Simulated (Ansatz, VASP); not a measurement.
## One calculation of CuI, two programs

INCAR

```
PREC = Accurate
ENCUT = 520
EDIFF = 1E-7
ISMEAR = -1
SIGMA = 0.02
LREAL = False
LASPH = True
NELM = 80
ALGO = Normal
ISIF = 2
LWAVE = False
LCHARG = True
GGA = PE
LELF = True
LVHAR = True
NBANDS = 26
```

Contents of KPOINTS:

```
Automatic mesh
0
Gamma
  5 5 6
```

File POSCAR:

```
CuI
1.0
    3.6569591127     -3.6353286563      0.0000000000
    3.6569591127      3.6353286563      0.0000000000
    0.0000000000      0.0000000000      4.2190750878
Cu I
2 2
Direct
    0.4204388300      0.5795611700      0.7500000000
    0.5795611700      0.4204388300      0.2500000000
    0.7700426800      0.2299573200      0.7500000000
    0.2299573200      0.7700426800      0.2500000000
```

Input for Ansatz:

```yaml
crystal:
  lattice:
    - [3.6569591127, -3.6353286563, 0.0]
    - [3.6569591127, 3.6353286563, 0.0]
    - [0.0, 0.0, 4.2190750878]
  atoms:
    - { symbol: Cu, position: [0.42043883, 0.57956117, 0.75] }
    - { symbol: Cu, position: [0.57956117, 0.42043883, 0.25] }
    - { symbol: I, position: [0.77004268, 0.22995732, 0.75] }
    - { symbol: I, position: [0.22995732, 0.77004268, 0.25] }
kpoints:
  mp_grid: { grid: [5, 5, 6] }
  band_path:
    path:
      - [0.0, 0.0, 0.0]
      - [0.5, 0.5, 0.0]
      - [0.4970513089, 0.5029486911, 0.0]
      - [-0.4970513089, 0.4970513089, 0.0]
      - [0.0, 0.0, 0.0]
      - [0.0, 0.0, 0.5]
      - [-0.4970513089, 0.4970513089, 0.5]
      - [0.4970513089, 0.5029486911, 0.5]
      - [0.5, 0.5, 0.5]
    npoints: 5
scf:
  occupations: { method: fermi_dirac, width: 0.02 }
hamiltonian:
  xc: pbe
  pseudopotentials: { kind: all_electron, lapw: { basis_error: 0.0005 } }
output:
  forces: true
  stress: true
  eigenvalues: true
```

Change from the starting cell: volume scaled by 0.94.

Alike in both runs: task single point; functional PBE; k mesh 5 × 5 × 6; occupations fermi-dirac, width 0.02 eV; no spin polarisation.

```csv
,VASP,Ansatz
version,VASP 6.6.1,Ansatz 0.2.0
potentials or method,"VASP PAW PBE potentials, release 64 (Cu, I), cutoff 520 eV","all-electron LAPW, scalar-relativistic"
```

```tsv
	VASP	Ansatz	Ansatz less VASP
gap on the k mesh at the Fermi level (eV)	1.11	1.09	-0.018
pressure (GPa)	4.4	4.4	-0.08
traceless stress, the component that is largest in VASP (GPa)	-2.97	-2.91	+0.063
rms of the force components (eV/Å)	0.313	0.309	-0.0043
```

Atom by atom the forces differ by 0.007 eV/Å (rms over components). Ansatz ran all-electron here, and VASP with PAW potentials.

Neither program's run includes spin-orbit coupling.
